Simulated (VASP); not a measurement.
## ZnAu: single point with PBEsol

The system is ZnAu.

```
Zn Au
1.0
     2.88347    0.00000    0.00000
     0.00000    2.88347    0.00000
     0.00000    0.00000    3.74851
Zn Au
1 1
Cartesian
  1.4417 1.4417 1.8743
  0.0000 0.0000 0.0000
```

This cell differs from its parent crystal: ratio of the length along z to the lengths across it x 1.3, volume and fractional coordinates fixed.

* Program: VASP 6.6.1
* Task: single point
* Functional: PBEsol
* Potentials or basis: VASP PAW PBE potentials, release 64 (Zn, Au)
* Cutoff: 520 eV
* k mesh: 16 × 16 × 16
* Occupations: gaussian, width 0.15 eV
* Spin: no spin polarisation

```yaml
Pressure: -1.7 GPa
```

Stress tensor (GPa, compression positive):
```
-0.60  0.00  0.00
 0.00 -0.60  0.00
 0.00  0.00 -3.83
```

Levels at points of the mesh, in eV from the Fermi level:
| k point | band 9 | band 10 | band 11 | band 12 | band 13 | band 14 | band 15 | band 16 |
| --- | --- | --- | --- | --- | --- | --- | --- | --- |
| (0.00, 0.00, 0.00) | -3.72 | -3.72 | -3.24 | 0.62 | 5.44 | 7.80 | 7.80 | 13.79 |
| (0.50, 0.00, 0.00) | -4.63 | -4.50 | -3.81 | -1.13 | 7.11 | 7.38 | 8.81 | 9.19 |
| (0.50, 0.50, 0.00) | -4.18 | -2.30 | -0.88 | -0.88 | 3.12 | 3.61 | 7.65 | 9.92 |
| (0.00, 0.00, 0.50) | -4.27 | -4.26 | -4.26 | -3.28 | 11.81 | 12.03 | 12.03 | 12.65 |
| (0.50, 0.00, 0.50) | -3.70 | -3.55 | -2.55 | -2.13 | 0.80 | 1.67 | 12.92 | 14.57 |
| (0.50, 0.50, 0.50) | -3.71 | -2.29 | 1.94 | 3.71 | 3.71 | 4.51 | 4.69 | 4.76 |

Run time: 2.8 min on 1 thread of AMD EPYC 9R45 (Zen 5) (shared host), peak memory 0.3 GiB.

Caveat: the PAW data sets were made with another functional, which shifts forces and pressure a little; spin-orbit coupling is left out, which moves the levels of the heavy elements.
